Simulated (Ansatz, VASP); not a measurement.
## MgO in VASP and in Ansatz

The input POSCAR:

```
MgO
1.0
    0.0000000000      2.1351500000      2.1351500000
    2.1351500000      0.0000000000      2.1351500000
    2.1351500000      2.1351500000      0.0000000000
Mg O
1 1
Direct
    0.0000000000      0.0000000000      0.0000000000
    0.5000000000      0.5000000000      0.5082793572
```

The input INCAR.step1:

```
SYSTEM = MgO
PREC = Accurate ; ENCUT = 520
ISMEAR = 0 ; SIGMA = 0.05
LREAL = .FALSE. ; LASPH = .TRUE.
NELM = 60 ; NBANDS = 11
GGA = PE ; ALGO = Normal
EDIFF = 1E-4 ; LWAVE = .TRUE.
LCHARG = .FALSE.
```

Contents of INCAR.step2:

```
SYSTEM = MgO
PREC = Accurate ; ENCUT = 520
EDIFF = 1E-6 ; ISMEAR = 0
SIGMA = 0.05 ; LREAL = .FALSE.
LASPH = .TRUE. ; NELM = 60
ALGO = Normal ; ISIF = 2
LWAVE = .FALSE. ; LCHARG = .FALSE.
METAGGA = R2SCAN ; LMIXTAU = .TRUE.
NBANDS = 11 ; ISTART = 1
```

File KPOINTS:

```
regular mesh
0
G
  10 10 10
  0 0 0
```

Input for Ansatz:

```yaml
crystal:
  lattice:
    - [0.0, 2.13515, 2.13515]
    - [2.13515, 0.0, 2.13515]
    - [2.13515, 2.13515, 0.0]
  atoms:
    - { symbol: Mg, position: [0.0, 0.0, 0.0] }
    - { symbol: O, position: [0.5, 0.5, 0.5082793572] }
basis:
  ecutwfc: 500
kpoints:
  mp_grid: { grid: [10, 10, 10] }
hamiltonian:
  xc: r2scan
scf:
  occupations: { method: gaussian, width: 0.05 }
output:
  forces: true
  stress: true
  eigenvalues: true
```

Change from the starting cell: all O atoms moved +0.025 Å, as atom 2 along Cartesian [1 1 0].

Alike in both runs: task single point; functional r2SCAN; k mesh 10 × 10 × 10; occupations gaussian, width 0.05 eV; no spin polarisation.

|  | VASP | Ansatz |
| --- | --- | --- |
| version | VASP 6.6.1 | Ansatz 0.2.0 |
| potentials or method | VASP PAW PBE potentials, release 64 (Mg, O), cutoff 520 eV | scalar-relativistic, plane waves, PAW |
| valence electrons in the cell | 8 | 16 |

Ansatz gave:

| Item | Value |
| --- | --- |
| gap on the k mesh at the Fermi level (eV) | 5.22 |
| least direct gap on the mesh (eV) | 5.22 |
| pressure (GPa) | -7.0 |
| traceless stress, the component that is largest in VASP (GPa) | -0.06 |
| rms of the force components (eV/Å) | 0.065 |

Problem. Which values does VASP return?

Solution. gap on the k mesh at the Fermi level (eV): 5.20; least direct gap on the mesh (eV): 5.20; pressure (GPa): -8.1; traceless stress, the component that is largest in VASP (GPa): -0.06; rms of the force components (eV/Å): 0.065.

VASP's potentials were made for PBE, not for r2SCAN. Atom by atom the forces differ by 0.001 eV/Å (rms over components). VASP's potentials hold 8 valence electrons a cell and Ansatz's 16, so a difference there can come from the potentials and not from the codes.
